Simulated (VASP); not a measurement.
# Si (P6/mmm) in VASP: a series of runs

The runs below take Si through relaxation of cell and atoms, single point, with PBE+D3(BJ).

Everything below comes from runs of VASP 6.6.1. Logs are shortened: lines on timing, memory, paths and dates and some standing lists are left out, and cuts for length are marked.

## (1) The cell of the first run

The structure is hexagonal, space group P6/mmm (No. 191). The conventional cell has a = 4.084 Å, b = 4.084 Å, c = 2.617 Å, α = 90.00°, β = 90.00°, γ = 120.00°. Within 3.1 Å of Si (site symmetry -6m2) lie 5 Si at 2.36 to 2.62 Å.

This isn't the form of Si at room conditions, which is diamond.

## (2) Relaxation of cell and atoms, PBE+D3(BJ)

Input file INCAR:

```
PREC = Accurate
ENCUT = 600
EDIFF = 1E-7
ISMEAR = 0
SIGMA = 0.1
LREAL = False
LASPH = True
NELM = 60
ALGO = Normal
ISIF = 3
LWAVE = False
LCHARG = False
GGA = PE
IVDW = 12
IBRION = 2
NSW = 80
EDIFFG = -0.01
```

Input file KPOINTS:

```
Automatic mesh
0
Gamma
  12 12 16
```

Input file POSCAR:

```
Si
1.0
    4.0844304630      0.0000000000      0.0000000000
   -2.0422152315      3.5372205410      0.0000000000
    0.0000000000      0.0000000000      2.6166348876
Si
2
Direct
    0.3333333333      0.6666666667      0.0000000000
    0.6666666667      0.3333333333      0.0000000000
```

Potentials or basis: VASP PAW PBE potentials, release 64 (Si).

Launch:

```bash
> cat potpaw_PBE.64/Si/POTCAR > POTCAR
> mpirun -np 1 vasp_std > vasp.out
```

OUTCAR:

```text
PREC = Accurate
   ENCUT = 600
   EDIFF = 1E-7
   ISMEAR = 0
   LREAL = False
   LASPH = True
   NELM = 60
   ISIF = 3
   GGA = PE
   IVDW = 12
   IBRION = 2
   NSW = 80
   EDIFFG = -0.01
 IVDW          = 12

 ion  position               nearest neighbor table
   1  0.333  0.667  0.000-   2 2.36   2 2.36   2 2.36
   2  0.667  0.333  0.000-   1 2.36   1 2.36   1 2.36

  LATTYP: Found a hexagonal cell.
 ALAT       =     4.0844304630
 C/A-ratio  =     0.6406364146

  Lattice vectors:

 A1 = (   4.0844304630,   0.0000000000,   0.0000000000)
 A2 = (  -2.0422152315,   3.5372205410,   0.0000000000)
 A3 = (   0.0000000000,   0.0000000000,   2.6166348876)

Analysis of symmetry for initial positions (statically):
=====================================================================
 Subroutine PRICEL returns:
 Original cell was already a primitive cell.

 Routine SETGRP: Setting up the symmetry group for a
 hexagonal supercell.

 Subroutine GETGRP returns: Found 24 space group operations
 (whereof 24 operations were pure point group operations)
 out of a pool of 24 trial point group operations.

The static configuration has the point symmetry D_6h.

Analysis of symmetry for dynamics (positions and initial velocities):
=====================================================================
 Subroutine PRICEL returns:
 Original cell was already a primitive cell.

 Routine SETGRP: Setting up the symmetry group for a
 hexagonal supercell.

 Subroutine GETGRP returns: Found 24 space group operations
 (whereof 24 operations were pure point group operations)
 out of a pool of 24 trial point group operations.

The dynamic configuration has the point symmetry D_6h.

 Subroutine INISYM returns: Found 24 space group operations
 (whereof 24 operations are pure point group operations),
 and found     1 'primitive' translations

----------------------------------------------------------------------------------------

                                     Primitive cell

  volume of cell :      37.8039

  direct lattice vectors                    reciprocal lattice vectors
     4.084430463  0.000000000  0.000000000     0.244832176  0.141353923  0.000000000
    -2.042215232  3.537220541  0.000000000     0.000000000  0.282707846  0.000000000
     0.000000000  0.000000000  2.616634888     0.000000000  0.000000000  0.382170247

  length of vectors
     4.084430463  4.084430463  2.616634888     0.282707846  0.282707846  0.382170247

  position of ions in fractional coordinates (direct lattice)
     0.333333333  0.666666667  0.000000000
     0.666666667  0.333333333  0.000000000

  ion indices of the primitive-cell ions
[... 67 lines left out ...]
   ISTART =      0    job   : 0-new  1-cont  2-samecut
   ICHARG =      2    charge: 1-file 2-atom 10-const
   ISPIN  =      1    spin polarized calculation?
   LNONCOLLINEAR =      F non collinear calculations
   LSORBIT =      F    spin-orbit coupling
   LASPH  =      T    aspherical Exc in radial PAW
   ENCUT  =  600.0 eV  44.10 Ry    6.64 a.u.   8.16  8.16  5.23*2*pi/ulx,y,z
   NELM   =     60;   NELMIN=  2; NELMDL= -5     # of ELM steps
   EDIFF  = 0.1E-06   stopping-criterion for ELM
   LREAL  =      F    real-space projection
   EDIFFG = -.1E-01   stopping-criterion for IOM
   NSW    =     80    number of steps for IOM
   IBRION =      2    ionic relax: 0-MD 1-quasi-New 2-CG
   NFREE  =      1    steps in history (QN), initial steepest desc. (CG)
   ISIF   =      3    stress and relaxation
   ISYM   =      2    0-nonsym 1-usesym 2-fastsym
   POTIM  = 0.5000    time-step for ionic-motion
   TEBEG  =    0.0;   TEEND  =   0.0 temperature during run
   PSTRESS=    0.0 pullay stress
   NELECT =       8.0000    total number of electrons
   NUPDOWN=      -1.0000    fix difference up-down
   EMIN   =  10.00;   EMAX   =-10.00  energy-range for DOS
   EFERMI =   0.00;   METHOD = LEGACY
   ISMEAR =     0;   SIGMA  =   0.10  broadening in eV -4-tet -1-fermi 0-gaus
   EFERMI_NEDOS =   21; number of points for ismear=-14 and -15
   IALGO  =     38    algorithm
   IMIX   =      4    mixing-type and parameters
     AMIX     =   0.40;   BMIX     =  1.00
     AMIX_MAG =   1.60;   BMIX_MAG =  1.00
  volume/ion in A,a.u.               =      18.90       127.56
  Fermi-wavevector in a.u.,A,eV,Ry     =   0.975572  1.843563 12.949213  0.951740
  Thomas-Fermi vector in A             =   2.106122
   LORBIT       =      0    0 simple, 1 ext, 2 COOP (PROOUT), +10 PAW based schemes
   GGA     = PE    functional components
   LHFCALC =     F    Hartree Fock is set to
   AEXX    =    0.0000 exact exchange contribution
   IVDW    =    12    specifies the selected vdW correction
   LEPSILON=     F    determine dielectric tensor
   LRPA    =     F    only Hartree local field effects (RPA)
 conjugate gradient relaxation of ions
 non-spin polarized calculation
 Gauss-broadening in eV      SIGMA  =   0.10
  energy-cutoff  :      600.00
  volume of cell :       37.80
 maximum number of plane-waves:      1282
 NGX is ok and might be reduce to    36
   NGX = 17   NGY = 17   NGZ = 11

--------------------------------------- Ionic step        1  -------------------------------------------

 number of electron       7.9999999 magnetization

 Free energy of the ion-electron system (eV)
  ---------------------------------------------------
  ext. energy  EPLUGINS =         0.00000000
  ---------------------------------------------------
  free energy    TOTEN  =       -10.07155196 eV

  energy without entropy =      -10.06853146  energy(sigma->0) =      -10.07004171

------------------------ aborting loop because EDIFF is reached ----------------------------------------

 Edisp (eV)   -0.65239

 E8    (eV) :    -0.2676
[... 71 lines left out ...]
--------------------------------------- Ionic step        3  -------------------------------------------

 number of electron       7.9999999 magnetization

 Free energy of the ion-electron system (eV)
  ---------------------------------------------------
  ext. energy  EPLUGINS =         0.00000000
  ---------------------------------------------------
  free energy    TOTEN  =       -10.06993559 eV

  energy without entropy =      -10.06685412  energy(sigma->0) =      -10.06839485

 E-fermi :   6.5418     XC(G=0):  -9.7298

 val. band max:        6.5390172690   @ k =   0.0833   0.0000   0.3125
 cond. band min:       6.5662508482   @ k =   0.4167   0.0000   0.3125
 fundamental gap:      0.0272335792
 Fermi energy:         6.5418254396

 k-point     1 :       0.0000    0.0000    0.0000
  band No.  band energies     occupation
      1      -6.0368      2.00000
      2       3.5572      2.00000
      3       3.5572      2.00000
      4       3.8326      2.00000
      5       7.7243      0.00000
      6       7.7243      0.00000
      7      12.0664      0.00000
      8      13.2027      0.00000
[... 243 lines left out ...]
 k-point    24 :       0.3333   -0.0000    0.0625
  band No.  band energies     occupation
      1      -4.8768      2.00000
      2      -1.0632      2.00000
      3       2.6404      2.00000
      4       5.4764      2.00000
      5      10.3128      0.00000
      6      11.1357      0.00000
      7      12.4636      0.00000
      8      16.1206      0.00000

 [... further k-points ...]

------------------------ aborting loop because EDIFF is reached ----------------------------------------

 Edisp (eV)   -0.65414

 E8    (eV) :    -0.2684
[... 25 lines left out ...]
  FREE ENERGIE OF THE ION-ELECTRON SYSTEM (eV)
  ---------------------------------------------------
  free  energy   TOTEN  =       -10.7240789116 eV

  energy  without entropy=      -10.7209974380  energy(sigma->0) =      -10.72253817

 reached required accuracy - stopping structural energy minimisation
```

OSZICAR:

```text
N       E                     dE             d eps       ncg     rms          rms(c)
DAV:   1     0.111304523519E+02    0.11130E+02   -0.37598E+03  2736   0.916E+02
DAV:   2    -0.987394811599E+01   -0.21004E+02   -0.20351E+02  4056   0.896E+01
DAV:   3    -0.101744771598E+02   -0.30053E+00   -0.29671E+00  3640   0.133E+01
[... 20 lines left out ...]
       N       E                     dE             d eps       ncg     rms          rms(c)
DAV:   1    -0.100699584808E+02   -0.81301E-03   -0.95973E-04  3704   0.175E-01    0.216E-02
DAV:   2    -0.100699437004E+02    0.14780E-04   -0.29223E-05  3344   0.380E-02    0.137E-02
DAV:   3    -0.100699356404E+02    0.80600E-05   -0.21164E-05  3616   0.237E-02    0.230E-03
DAV:   4    -0.100699355894E+02    0.50911E-07   -0.68531E-07  3248   0.645E-03
   3 F= -.10724079E+02 E0= -.10722538E+02  d E =-.137231E-03
```

CONTCAR:

```text
Si
   1.00000000000000
     4.0784563420617648   -0.0000000000000000    0.0000000000000000
    -2.0392281710308824    3.5320468005019841   -0.0000000000000000
    -0.0000000000000000   -0.0000000000000000    2.6180807253139196
  Si
     2
Direct
     0.3333333332999970    0.6666666667000030    0.0000000000000000
     0.6666666667000030    0.3333333332999970    0.0000000000000000

  0.00000000E+00  0.00000000E+00  0.00000000E+00
  0.00000000E+00  0.00000000E+00  0.00000000E+00
```

It took 83 s on 1 thread of Intel Xeon 8259CL, shared host; peak memory 0.21 GiB.

What came out:

- Free energy: -10.7241 eV
- Relaxed volume: 18.86 Å³/atom
- Relaxed cell: a = 4.078 Å, b = 4.078 Å, c = 2.618 Å, α = 90.00°, β = 90.00°, γ = 120.00°
- Space group after relaxing (to 0.1 Å): P6/mmm (No. 191)
- Energy gained by relaxing: 0.1 meV/atom
- Ionic steps: 3
- Pressure after relaxing: 0.0 GPa
- Band gap on the k mesh: zero (bands 4 and 5 overlap by 5.78 eV)
- Dispersion energy per atom: -0.327 eV

Step by step:
| step | energy change (eV) | largest force (eV/Å) | pressure (GPa) | volume (Å³) |
| --- | --- | --- | --- | --- |
| 1 | 0.0000 | 0.0000 | -0.20 | 37.80 |
| 2 | -0.0001 | 0.0000 | 0.11 | 37.68 |
| 3 | -0.0001 | 0.0000 | 0.02 | 37.71 |

Final structure:
```
Si
1.0
     4.07846    0.00000    0.00000
    -2.03923    3.53205    0.00000
     0.00000    0.00000    2.61808
Si
2
Direct
  0.33333 0.66667 0.00000
  0.66667 0.33333 0.00000
```

## (3) Single point, PBE+D3(BJ), collinear spin

Input file INCAR:

```
SYSTEM = Si
ALGO = Normal
EDIFF = 1E-6
ENCUT = 520
GGA = PE
ISIF = 2
ISMEAR = 0
ISPIN = 2
IVDW = 12
LASPH = .TRUE.
LCHARG = .FALSE.
LORBIT = 11
LREAL = .FALSE.
LWAVE = .FALSE.
MAGMOM = 4 1
NBANDS = 15
NELM = 150
PREC = Accurate
SIGMA = 0.1
```

Input file KPOINTS:

```
k-points
0
G
  12 12 16
  0 0 0
```

Input file POSCAR:

```
Si
1.0
    4.0797701729      0.0000000000      0.0000000000
   -2.0398850865      3.5331846114      0.0000000000
    0.0000000000      0.0000000000      2.6183448556
Si
2
Direct
    0.3333333333      0.6666666667      0.0000000000
    0.6666666667      0.3333333333      0.0000000000
```

Potentials or basis: VASP PAW PBE potentials, release 64 (Si).

Launch:

```bash
> cat potpaw_PBE.64/Si/POTCAR > POTCAR
> mpirun -np 1 vasp_std > vasp.out
```

Run time: 1.9 min. Hardware: 1 thread of Intel Xeon 8259CL, shared host; peak memory 0.25 GiB.

Results (log left out):

```
Free energy                                           : -10.7239 eV
Pressure                                              : -0.1 GPa
Band gap on the k mesh                                : zero (filled and empty bands overlap)
Net moment                                            : 0.00 μB per cell
Valence electrons inside the program's atomic spheres : Si 1.65
Dispersion energy per atom                            : -0.327 eV
```

Stress tensor (GPa, compression positive):
```
-0.08  0.00  0.00
 0.00 -0.08  0.00
 0.00  0.00  0.00
```

Levels at points of the mesh, in eV from the Fermi level:
Spin up:
| k point | band 2 | band 3 | band 4 | band 5 | band 6 | band 7 |
| --- | --- | --- | --- | --- | --- | --- |
| (0.00, 0.00, 0.00) | -2.98 | -2.98 | -2.71 | 1.18 | 1.18 | 5.52 |
| (0.50, 0.00, 0.00) | -8.98 | -4.19 | -1.39 | 6.25 | 7.10 | 7.25 |
| (0.00, 0.00, 0.50) | -6.10 | -0.15 | -0.15 | 1.20 | 3.59 | 4.36 |
| (0.50, 0.00, 0.50) | -5.00 | -4.43 | -2.74 | -1.20 | 3.01 | 3.81 |
Spin down:
| k point | band 1 | band 2 | band 3 | band 4 | band 5 | band 6 | band 7 | band 8 | band 9 |
| --- | --- | --- | --- | --- | --- | --- | --- | --- | --- |
| (0.00, 0.00, 0.00) | -12.57 | -2.98 | -2.98 | -2.71 | 1.18 | 1.18 | 5.52 | 6.66 | 8.96 |
| (0.50, 0.00, 0.00) | -10.70 | -8.98 | -4.19 | -1.39 | 6.25 | 7.10 | 7.25 | 8.14 | 8.15 |
| (0.00, 0.00, 0.50) | -8.48 | -6.11 | -0.15 | -0.15 | 1.20 | 3.59 | 4.36 | 4.36 | 5.24 |
| (0.50, 0.00, 0.50) | -6.58 | -5.00 | -4.43 | -2.74 | -1.20 | 3.01 | 3.81 | 5.04 | 10.17 |

The gap in the log of VASP goes by the Fermi energy; the results here count the filled bands.